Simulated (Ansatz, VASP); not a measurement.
**One calculation of CdH2O2, two programs**

```xyz
5
Lattice="3.8398 0.0000 0.0000 -1.9199 3.3254 0.0000 0.0000 0.0000 4.7967" Properties=species:S:1:pos:R:3 pbc="T T T"
Cd    0.0000    2.2169    4.7358
H     0.0000    0.0000    0.0387
H     1.9199    1.1085    2.0716
O     0.0000    0.0000    3.7711
O     1.9199    1.1085    1.0164
```

Change from the starting cell: strain +0.000 along x and y, +0.080 along z, atoms carried along.

Alike in both runs: task single point; functional LDA; k mesh 9 × 9 × 6; occupations gaussian, width 0.05 eV; no spin polarisation.

|  | VASP | Ansatz |
| --- | --- | --- |
| version | VASP 6.6.1 | Ansatz 0.2.0 |
| potentials or method | VASP PAW LDA potentials, release 64 (Cd, H, O), cutoff 520 eV | scalar-relativistic, plane waves, PAW |
| valence electrons in the cell | 26 | 34 |

```csv
,VASP,Ansatz,Ansatz less VASP
gap on the k mesh at the Fermi level (eV),1.00,1.00,+0.001
least direct gap on the mesh (eV),1.38,1.38,-0.001
pressure (GPa),-12.8,-13.4,-0.60
"traceless stress, the component that is largest in VASP (GPa)",-6.93,-7.19,-0.258
rms of the force components (eV/Å),1.216,1.295,+0.0790
```

LDA's correlation is that of Perdew and Zunger in VASP and of Perdew and Wang (1992) in Ansatz. Atom by atom the forces differ by 0.080 eV/Å (rms over components). VASP's potentials hold 26 valence electrons a cell and Ansatz's 34, so a difference there can come from the potentials and not from the codes.
